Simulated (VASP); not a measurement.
# Si8NO16 (a cell with a defect) in VASP: notebook

Runs on Si8NO16 (a cell with a defect). Level: PBE. Tasks: single point.

Everything below comes from runs of VASP 6.6.1. Logs are shortened: lines on timing, memory, paths and dates and some standing lists are left out, and cuts for length are marked.

**1. The cell of the first run**

The cell holds a defect, 25 atoms: a = 5.910 Å, b = 5.910 Å, c = 5.330 Å, α = 90.00°, β = 90.00°, γ = 90.00°.

**2. Single point, PBE, collinear spin**

Contents of INCAR:

```
PREC = Accurate
ENCUT = 520
EDIFF = 1E-6
ISMEAR = 0
SIGMA = 0.02
LREAL = Auto
LASPH = T
NELM = 150
ALGO = Normal
ISIF = 2
LWAVE = F
LCHARG = F
ISPIN = 2
MAGMOM = 0 0 0 0 0 0 0 0 0 0 0 0 0 0 0.15 0 0 0 0 0 0 0 0 0 0.28
LORBIT = 11
GGA = PE
NBANDS = 88
```

Contents of KPOINTS:

```
regular mesh
0
Gamma
  2 2 3
```

Contents of POSCAR:

```
Si8NO16
1.0
   -4.1790000000     -4.1790000000      0.0000000000
    4.1790000000     -4.1790000000      0.0000000000
    0.0000000000      0.0000000000      5.3298000000
Si O N
8 16 1
Direct
    0.5041331658      0.5135512084      0.0049285151
    0.0223810720      0.5032748265      0.2263944238
    0.4656386695      0.5252156018      0.5114940523
   -0.0045557550      0.5211039722      0.7546012984
    0.0071173726      0.0085832735     -0.0078205561
    0.4981003829      0.0174155300      0.2486414124
    0.0058174204      0.0118748504      0.4921922023
    0.5013106006      0.0143077291      0.7513869188
    0.1976078009      0.5162438382     -0.0132601599
    0.0403153865      0.1881316104      0.2299009344
    0.8062566403      0.5139534578     -0.0041230440
   -0.0027574779      0.8061786313      0.2479126797
    0.1788421871      0.5189874372      0.5000624789
    0.0020221345      0.2103097631      0.7427166123
    0.8135643695      0.3968034219      0.3892907801
    0.0042364202      0.8228726968      0.7482241360
    0.6981313711      0.0201012204      0.0017968779
    0.4927567600      0.7091439340      0.2511645840
    0.3100513281      0.0086809045     -0.0040526849
    0.4681134243      0.3221268246      0.2516798004
    0.6964449629      0.0120709500      0.4973102180
    0.4781605647      0.7150770519      0.7651309618
    0.3084935391      0.0077074659      0.5013047394
    0.4864942570      0.3181058866      0.7538254719
    0.7578986600      0.5451908351      0.5568766183
```

Potentials or basis: VASP PAW PBE potentials, release 64 (Si, O, N).

On the command line:

```
> cat potpaw_PBE.64/Si/POTCAR potpaw_PBE.64/O/POTCAR potpaw_PBE.64/N/POTCAR > POTCAR
> mpirun -np 1 vasp_std > vasp.out
```

OUTCAR:

```text
PREC = Accurate
   ENCUT = 520
   EDIFF = 1E-6
   ISMEAR = 0
   LREAL = Auto
   LASPH = T
   NELM = 150
   ISIF = 2
   ISPIN = 2
   LORBIT = 11
   GGA = PE

 ion  position               nearest neighbor table
   1  0.504  0.514  0.005-  20 1.75  18 1.75  22 1.75  24 1.77  11 1.79   9 1.81   3 2.64   3 2.71
                             2 3.08
   2  0.022  0.503  0.226-  15 1.63   9 1.65  13 1.73  11 1.77  12 1.80  10 1.87  25 2.37   4 2.52
                             4 2.82   3 3.03   1 3.08
   3  0.466  0.525  0.511-  13 1.70  25 1.75  22 1.76  18 1.77  24 1.78  20 1.83  15 2.29   1 2.64
                             1 2.71   2 3.03   4 3.07
   4  0.995  0.521  0.755-  11 1.70   9 1.72  13 1.74  25 1.76  16 1.78  14 1.84  15 2.34   2 2.52
                             2 2.82   3 3.07   5 3.15
   5  0.007  0.009  0.992-  10 1.66  16 1.70  14 1.79  19 1.79  12 1.81  17 1.83   7 2.66   7 2.67
                             4 3.15
   6  0.498  0.017  0.249-  19 1.75  23 1.75  17 1.77  21 1.77  20 1.81  18 1.82   8 2.65   8 2.68
[... 5 lines left out ...]
   9  0.198  0.516  0.987-   2 1.65   4 1.72   1 1.81
  10  0.040  0.188  0.230-   5 1.66   7 1.76   2 1.87
  11  0.806  0.514  0.996-   4 1.70   2 1.77   1 1.79
  12  0.997  0.806  0.248-   7 1.78   2 1.80   5 1.81
  13  0.179  0.519  0.500-   3 1.70   2 1.73   4 1.74
  14  0.002  0.210  0.743-   7 1.78   5 1.79   4 1.84
  15  0.814  0.397  0.389-  25 1.29   2 1.63   3 2.29   4 2.34
  16  0.004  0.823  0.748-   5 1.70   7 1.76   4 1.78
  17  0.698  0.020  0.002-   6 1.77   8 1.77   5 1.83
  18  0.493  0.709  0.251-   1 1.75   3 1.77   6 1.82
  19  0.310  0.009  0.996-   8 1.73   6 1.75   5 1.79
  20  0.468  0.322  0.252-   1 1.75   6 1.81   3 1.83
  21  0.696  0.012  0.497-   6 1.77   8 1.78   7 1.83
  22  0.478  0.715  0.765-   1 1.75   3 1.76   8 1.78
  23  0.308  0.008  0.501-   6 1.75   8 1.75   7 1.79
  24  0.486  0.318  0.754-   1 1.77   3 1.78   8 1.80
  25  0.758  0.545  0.557-  15 1.29   3 1.75   4 1.76   2 2.37

  LATTYP: Found a simple tetragonal cell.
 ALAT       =     5.9099984772
 C/A-ratio  =     0.9018276435

  Lattice vectors:

 A1 = (  -4.1790000000,  -4.1790000000,   0.0000000000)
 A2 = (   4.1790000000,  -4.1790000000,   0.0000000000)
 A3 = (   0.0000000000,   0.0000000000,   5.3298000000)

Analysis of symmetry for initial positions (statically):
=====================================================================
 Subroutine PRICEL returns:
 Original cell was already a primitive cell.

 Routine SETGRP: Setting up the symmetry group for a
 simple tetragonal supercell.

 Subroutine GETGRP returns: Found  1 space group operations
 (whereof  1 operations were pure point group operations)
 out of a pool of 16 trial point group operations.

The static configuration has the point symmetry C_1 .

Analysis of symmetry for dynamics (positions and initial velocities):
=====================================================================
 Subroutine PRICEL returns:
 Original cell was already a primitive cell.

 Routine SETGRP: Setting up the symmetry group for a
 simple tetragonal supercell.

 Subroutine GETGRP returns: Found  1 space group operations
 (whereof  1 operations were pure point group operations)
 out of a pool of 16 trial point group operations.

The dynamic configuration has the point symmetry C_1 .

Analysis of structural, dynamic, and magnetic symmetry:
=====================================================================
 Subroutine PRICEL returns:
 Original cell was already a primitive cell.

 Routine SETGRP: Setting up the symmetry group for a
 simple tetragonal supercell.

 Subroutine GETGRP returns: Found  1 space group operations
 (whereof  1 operations were pure point group operations)
 out of a pool of 16 trial point group operations.

The overall configuration has the point symmetry C_1 .

 Subroutine INISYM returns: Found  1 space group operations
 (whereof  1 operations are pure point group operations),
 and found     1 'primitive' translations

[... 98 lines left out ...]
  0.500000  0.000000  0.000000      1.000000
  0.000000  0.500000  0.000000      1.000000
  0.500000  0.500000  0.000000      1.000000
  0.000000  0.000000  0.333333      2.000000
  0.500000  0.000000  0.333333      2.000000
  0.000000  0.500000  0.333333      2.000000
  0.500000  0.500000  0.333333      2.000000
   k-points           NKPTS =      8   k-points in BZ     NKDIM =      8   number of bands    NBANDS=     88
   number of dos      NEDOS =    301   number of ions     NIONS =     25
   total plane-waves  NPLWV =  92160
   dimension x,y,z NGX =    48 NGY =   48 NGZ =   40
   dimension x,y,z NGXF=    96 NGYF=   96 NGZF=   80
   ions per type =               8  16   1
   NGX,Y,Z   is equivalent  to a cutoff of  13.50, 13.50, 12.48 a.u.
   NGXF,Y,Z  is equivalent  to a cutoff of  27.00, 27.00, 24.95 a.u.
 SYSTEM =  unknown system
   PREC   = accura    normal or accurate (medium, high low for compatibility)
   ISTART =      0    job   : 0-new  1-cont  2-samecut
   ICHARG =      2    charge: 1-file 2-atom 10-const
   ISPIN  =      2    spin polarized calculation?
   LNONCOLLINEAR =      F non collinear calculations
   LSORBIT =      F    spin-orbit coupling
   LASPH  =      T    aspherical Exc in radial PAW
   ENCUT  =  520.0 eV  38.22 Ry    6.18 a.u.  10.99 10.99  9.91*2*pi/ulx,y,z
   NELM   =    150;   NELMIN=  2; NELMDL= -5     # of ELM steps
   EDIFF  = 0.1E-05   stopping-criterion for ELM
   LREAL  =      T    real-space projection
   EDIFFG = 0.1E-04   stopping-criterion for IOM
   NSW    =      0    number of steps for IOM
[... 5 lines left out ...]
   TEBEG  =    0.0;   TEEND  =   0.0 temperature during run
   PSTRESS=    0.0 pullay stress
   NELECT =     133.0000    total number of electrons
   NUPDOWN=      -1.0000    fix difference up-down
   EMIN   =  10.00;   EMAX   =-10.00  energy-range for DOS
   EFERMI =   0.00;   METHOD = LEGACY
   ISMEAR =     0;   SIGMA  =   0.02  broadening in eV -4-tet -1-fermi 0-gaus
   EFERMI_NEDOS =   21; number of points for ismear=-14 and -15
   IALGO  =     38    algorithm
   IMIX   =      4    mixing-type and parameters
     AMIX     =   0.40;   BMIX     =  1.00
     AMIX_MAG =   1.60;   BMIX_MAG =  1.00
  volume/ion in A,a.u.               =       7.45        50.25
  Fermi-wavevector in a.u.,A,eV,Ry     =   1.463514  2.765640 29.141947  2.141873
  Thomas-Fermi vector in A             =   2.579600
   LORBIT       =     11    0 simple, 1 ext, 2 COOP (PROOUT), +10 PAW based schemes
   GGA     = PE    functional components
   LHFCALC =     F    Hartree Fock is set to
   AEXX    =    0.0000 exact exchange contribution
   IVDW    =     0    specifies the selected vdW correction
   LEPSILON=     F    determine dielectric tensor
   LRPA    =     F    only Hartree local field effects (RPA)
 spin polarized calculation
 Gauss-broadening in eV      SIGMA  =   0.02
  energy-cutoff  :      520.00
  volume of cell :      186.16
 maximum number of plane-waves:      5031
 NGX is ok and might be reduce to    48
   NGX = 21   NGY = 21   NGZ = 19

 number of electron     132.9999970 magnetization       1.0000710

 Free energy of the ion-electron system (eV)
  ---------------------------------------------------
  ext. energy  EPLUGINS =         0.00000000
  ---------------------------------------------------
  free energy    TOTEN  =      -184.16625679 eV

  energy without entropy =     -184.16625679  energy(sigma->0) =     -184.16625679

 E-fermi :   9.6169     XC(G=0): -12.4802

 val. band max:        9.4399802777   @ k =   0.0000   0.5000   0.3333
 cond. band min:      10.1594854897   @ k =   0.5000   0.0000   0.0000
 fundamental gap:      0.7195052120
 Fermi energy:         9.6169374520

 spin component 1

 k-point     1 :       0.0000    0.0000    0.0000
  band No.  band energies     occupation
      1     -15.4501      1.00000
      2     -13.5821      1.00000
      3     -12.3769      1.00000
      4     -12.1678      1.00000
      5     -11.6913      1.00000
      6     -11.3174      1.00000
[... 637 lines left out ...]
     77      18.4546      0.00000
     78      18.5811      0.00000
 Fermi energy:         9.6169374520

 spin component 2

 k-point     1 :       0.0000    0.0000    0.0000
  band No.  band energies     occupation
      1     -15.1641      1.00000
      2     -13.4943      1.00000
      3     -12.3611      1.00000
      4     -12.1512      1.00000
      5     -11.6759      1.00000
      6     -11.2947      1.00000
[... 637 lines left out ...]
     77      18.4914      0.00000
     78      18.6161      0.00000
 [bands above 78 left out]

------------------------ aborting loop because EDIFF is reached ----------------------------------------

  FORCE on cell =-STRESS in cart. coord.  units (eV):
  Direction    XX          YY          ZZ          XY          YZ          ZX
  --------------------------------------------------------------------------------------
  -------------------------------------------------------------------------------------
  Total       36.6837324     25.2051220     42.0122872      8.6854224      0.5014967     11.1217514
  in kB      315.7173499    216.9270628    361.5773838     74.7508057      4.3161148     95.7189918
  external PRESSURE =     298.0739322 kB  Pullay stress =       0.0000000 kB

 VOLUME and BASIS-vectors are now :
 -----------------------------------------------------------------------------
  energy-cutoff  :      520.00
  volume of cell :      186.16
      direct lattice vectors                 reciprocal lattice vectors
    -4.179000000 -4.179000000  0.000000000    -0.119645848 -0.119645848  0.000000000
     4.179000000 -4.179000000  0.000000000     0.119645848 -0.119645848  0.000000000
     0.000000000  0.000000000  5.329800000     0.000000000  0.000000000  0.187624301

 POSITION                                       TOTAL-FORCE (eV/Angst)
 -----------------------------------------------------------------------------------
      0.03936     -4.25290      0.02627        -0.003349      0.003125     -0.024057
      2.00966     -2.19672      1.20664        -0.006467     -0.000561     -0.006773
      0.24897     -4.14078      2.72616        -0.044193     -0.022811      0.000744
     -1.98227     -6.33765      4.02187         0.028568      0.018323     -0.034271
      0.00613     -0.06561      5.28812         0.000130      0.011902     -0.003416
     -2.00878     -2.15434      1.32521         0.001537     -0.014469      0.006958
[... 17 lines left out ...]
     -0.70369     -3.36242      4.01774        -0.003896      0.006385     -0.000851
     -0.88891     -5.44561      2.96804         0.208335     -0.061926      0.247651
 -----------------------------------------------------------------------------------
    total drift:                                0.002662      0.007390      0.007996

  FREE ENERGIE OF THE ION-ELECTRON SYSTEM (eV)
  ---------------------------------------------------
  free  energy   TOTEN  =      -184.1662567943 eV

  energy  without entropy=     -184.1662567943  energy(sigma->0) =     -184.16625679

 total charge

# of ion       s       p       d       tot
------------------------------------------
    1        0.591   0.884   0.000   1.475
    2        0.621   0.961   0.000   1.581
    3        0.614   0.934   0.000   1.548
    4        0.611   0.942   0.000   1.553
    5        0.598   0.909   0.000   1.508
    6        0.589   0.875   0.000   1.464
[... 17 lines left out ...]
   24        1.552   3.680   0.000   5.233
   25        1.294   2.641   0.000   3.936
--------------------------------------------------
tot         31.016  69.143   0.000 100.159

 magnetization (x)

# of ion       s       p       d       tot
------------------------------------------
    1       -0.000  -0.000   0.000  -0.000
    2        0.006   0.006   0.000   0.012
    3       -0.002  -0.004   0.000  -0.006
    4        0.001   0.001   0.000   0.002
    5        0.000   0.000   0.000   0.000
    6       -0.000  -0.000   0.000  -0.000
[... 17 lines left out ...]
   24        0.002   0.038   0.000   0.039
   25        0.014   0.423   0.000   0.437
--------------------------------------------------
tot          0.030   0.748   0.000   0.778
```

Wall time 6.8 min (1 thread of Intel Xeon Platinum 8488C (Sapphire Rapids), shared host); peak memory 0.45 GiB.

Results:

| Quantity | Value |
| --- | --- |
| Free energy | -184.1663 eV |
| Pressure | 29.8 GPa |
| Largest force | 0.329 eV/Å |
| Band gap on the k mesh | 0.72 eV |
| Net moment | 1.00 μB per cell |
| Site moments | Si -0.00, +0.01, -0.01, +0.00; O +0.00, +0.01, +0.04, -0.00, +0.20, +0.02; N +0.44 μB |
| Valence electrons inside the program's atomic spheres | Si 1.48, 1.58, 1.55, 1.51, 1.46, 1.45; O 5.32, 5.29, 5.27, 5.22, 5.31, 5.28, 5.24, 5.23, 5.26; N 3.94 |

Forces on the atoms (eV/Å):
```
Si  -0.003  0.003 -0.024
Si  -0.006 -0.001 -0.007
Si  -0.044 -0.023  0.001
Si   0.029  0.018 -0.034
Si   0.000  0.012 -0.003
Si   0.002 -0.014  0.007
Si   0.034  0.001 -0.003
Si  -0.021 -0.017 -0.014
O   -0.022 -0.027 -0.012
O    0.038 -0.028  0.041
O    0.028  0.035  0.013
O   -0.023  0.009 -0.019
O   -0.014 -0.010  0.014
O    0.005 -0.014  0.001
O   -0.208  0.110 -0.225
O   -0.020  0.012 -0.003
O   -0.022 -0.015 -0.004
O    0.014 -0.006  0.007
O    0.010  0.016  0.005
O    0.005  0.001  0.019
O   -0.011 -0.013 -0.002
O    0.018 -0.003 -0.007
O    0.008  0.009  0.002
O   -0.004  0.006 -0.001
N    0.208 -0.062  0.248
```

Stress tensor (GPa, compression positive):
```
31.57  7.48  9.57
 7.48 21.69  0.43
 9.57  0.43 36.16
```

Levels at points of the mesh, in eV from the valence-band top:
Spin up:
```csv
k point,band 65,band 66,band 67,band 68,band 69,band 70
"(0.00, 0.00, 0.00)",-1.06,-1.02,-0.57,4.92,6.07,6.11
"(0.50, 0.00, 0.00)",-1.56,-0.69,-0.63,6.05,6.24,6.78
"(0.00, 0.50, 0.00)",-1.35,-0.70,-0.50,5.90,5.96,6.82
"(0.50, 0.50, 0.00)",-1.64,-0.90,-0.41,6.77,6.83,7.02
```
Spin down:
```tsv
k point	band 64	band 65	band 66	band 67	band 68	band 69
(0.00, 0.00, 0.00)	-1.57	-0.94	-0.83	0.75	4.94	6.10
(0.50, 0.00, 0.00)	-1.85	-1.51	-0.50	0.72	6.05	6.28
(0.00, 0.50, 0.00)	-1.86	-1.28	-0.55	0.88	5.92	5.99
(0.50, 0.50, 0.00)	-1.63	-1.55	-0.69	0.93	6.79	6.86
```

Caveat: the k points lie up to 0.53 Å⁻¹ apart.

**3. Single point, PBE, collinear spin, ferromagnetic start**

Contents of INCAR:

```
PREC = Accurate ; ENCUT = 910
EDIFF = 1E-6 ; ISMEAR = 0
SIGMA = 0.02 ; LREAL = Auto
LASPH = True ; NELM = 200
ALGO = Normal ; ISIF = 2
LWAVE = False ; LCHARG = False
ISPIN = 2 ; MAGMOM = 0 0 0 0 0 0 0 0 0 0 0 0 0 0 0 0 0 0 0 0 0 0 0 0 1
LORBIT = 11 ; GGA = PE
NBANDS = 88 ; GGA_COMPAT = False
```

KPOINTS is that of step 2.

Contents of POSCAR:

```
Si8NO16
1.0
   -4.1790000000     -4.1790000000      0.0000000000
    4.1790000000     -4.1790000000      0.0000000000
    0.0000000000      0.0000000000      5.3298000000
Si O N
8 16 1
Direct
    0.5041331403      0.5135512804      0.0049285615
    0.0223810656      0.5032748784      0.2263943334
    0.4656387116      0.5252156475      0.5114939922
   -0.0045557367      0.5211040065      0.7546013679
    0.0071174142      0.0085833169     -0.0078205528
    0.4981004392      0.0174155474      0.2486414437
    0.0058173412      0.0118748577      0.4921921109
    0.5013106194      0.0143076969      0.7513869496
    0.1976078429      0.5162439079     -0.0132601272
    0.0403154303      0.1881316549      0.2299010181
    0.8062566658      0.5139534694     -0.0041230709
   -0.0027574887      0.8061785712      0.2479127458
    0.1788421563      0.5189874194      0.5000624402
    0.0020221135      0.2103097747      0.7427166937
    0.8135643692      0.3968035210      0.3892908556
    0.0042364069      0.8228727965      0.7482241571
    0.6981312941      0.0201011983      0.0017969311
    0.4927568315      0.7091439127      0.2511645140
    0.3100512674      0.0086809139     -0.0040526445
    0.4681133622      0.3221268736      0.2516798039
    0.6964449823      0.0120709348      0.4973102569
    0.4781605097      0.7150770478      0.7651309283
    0.3084935834      0.0077073850      0.5013046590
    0.4864942421      0.3181057913      0.7538253940
    0.7578986362      0.5451908957      0.5568765383
```

Potentials or basis: VASP PAW PBE potentials, release 64 (Si, O_h, N_h).

On the command line:

```
> cat potpaw_PBE.64/Si/POTCAR potpaw_PBE.64/O_h/POTCAR potpaw_PBE.64/N_h/POTCAR > POTCAR
> mpirun -np 1 vasp_std > vasp.out
```

It took 7.1 min on 1 thread of Intel Xeon 6975P-C (Granite Rapids), shared host; peak memory 0.8 GiB.

Results (log left out):

```yaml
Free_energy: -184.5051 eV
Pressure: 29.0 GPa
Largest_force: 0.044 eV/Å
Band_gap_on_the_k_mesh: 0.73 eV
Net_moment: 1.00 μB per cell
Site_moments: Si -0.00, +0.01, -0.01, +0.00; O +0.00, +0.01, +0.03, -0.00, +0.15; N +0.29 μB
Valence_electrons_inside_the_program's_atomic_spheres: Si 1.47, 1.58, 1.55, 1.51, 1.46, 1.45, 1.48; O 3.50, 3.48, 3.45, 3.46, 3.49; N 2.31
```

Forces in eV/Å, atoms in the order of the input:
```
Si  -0.011 -0.002 -0.020
Si   0.019 -0.001 -0.010
Si  -0.037 -0.024 -0.002
Si   0.017  0.024  0.001
Si  -0.001  0.003  0.000
Si   0.001 -0.010  0.001
Si   0.024  0.000 -0.009
Si  -0.021 -0.014 -0.004
O    0.005  0.003  0.004
O    0.012 -0.010  0.025
O    0.015  0.018  0.005
O   -0.016  0.004 -0.016
O   -0.012 -0.013  0.016
O   -0.005 -0.003 -0.001
O   -0.013  0.009 -0.024
O   -0.008 -0.004  0.005
O   -0.009 -0.004 -0.005
O    0.006  0.005  0.007
O   -0.004  0.002  0.004
O    0.018 -0.001  0.010
O   -0.001 -0.003 -0.002
O    0.014  0.018 -0.001
O   -0.002 -0.002  0.000
O    0.009  0.003  0.004
N    0.000  0.002  0.011
```

Stress tensor (GPa, compression positive):
```
30.92  7.52  9.35
 7.52 21.10  0.46
 9.35  0.46 34.94
```

Levels at points of the mesh, in eV from the valence-band top:
Spin up:
| k point | band 65 | band 66 | band 67 | band 68 | band 69 | band 70 |
| --- | --- | --- | --- | --- | --- | --- |
| (0.00, 0.00, 0.00) | -1.07 | -1.02 | -0.57 | 4.93 | 6.08 | 6.12 |
| (0.50, 0.00, 0.00) | -1.57 | -0.70 | -0.63 | 6.05 | 6.25 | 6.79 |
| (0.00, 0.50, 0.00) | -1.36 | -0.71 | -0.50 | 5.91 | 5.97 | 6.83 |
| (0.50, 0.50, 0.00) | -1.64 | -0.91 | -0.42 | 6.78 | 6.83 | 7.02 |
Spin down:
```tsv
k point	band 62	band 63	band 64	band 65	band 66	band 67	band 68	band 69	band 70	band 71
(0.00, 0.00, 0.00)	-2.23	-1.78	-1.58	-0.95	-0.83	0.75	4.95	6.11	6.13	6.59
(0.50, 0.00, 0.00)	-2.37	-1.99	-1.86	-1.52	-0.50	0.73	6.06	6.28	6.81	7.04
(0.00, 0.50, 0.00)	-2.29	-2.16	-1.87	-1.29	-0.56	0.89	5.93	6.00	6.85	7.00
(0.50, 0.50, 0.00)	-2.09	-2.04	-1.64	-1.56	-0.69	0.94	6.79	6.86	7.03	7.24
```

Caveat: the k points lie up to 0.53 Å⁻¹ apart; the cutoff is under 1.25 times the usual one of these potentials, so pressure, stress and relaxed cells hold a basis-set (Pulay) error.
